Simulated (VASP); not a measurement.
A run of VASP 6.6.1 is set up as follows.

Contents of INCAR:

```
SYSTEM = NaF
PREC = Accurate
ENCUT = 520
EDIFF = 1E-7
ISMEAR = 0
SIGMA = 0.05
LREAL = .False.
LASPH = .True.
NELM = 80
ALGO = Normal
ISIF = 2
LWAVE = .False.
LCHARG = .False.
GGA = PE
IVDW = 13
NBANDS = 14
```

Contents of KPOINTS:

```
regular mesh
0
Gamma
  8 8 8
  0 0 0
```

POSCAR

```
NaF
1.0
    0.0000000000      2.3699674703      2.3699674703
    2.3699674703      0.0000000000      2.3699674703
    2.3699674703      2.3699674703      0.0000000000
Na F
1 1
Direct
    0.0000000000      0.0000000000      0.0000000000
    0.5000000000      0.5000000000      0.5000000000
```

Potentials or basis: VASP PAW PBE potentials, release 64 (Na_pv, F).

Launch:

```sh
$ cat potpaw_PBE.64/Na_pv/POTCAR potpaw_PBE.64/F/POTCAR > POTCAR
$ mpirun -np 1 vasp_std > vasp.out
```

(1) Predict the band gap on the k mesh.

(2) What does it give for the pressure?

Answers

(1) 5.95 eV, direct.

(2) -1.8 GPa.
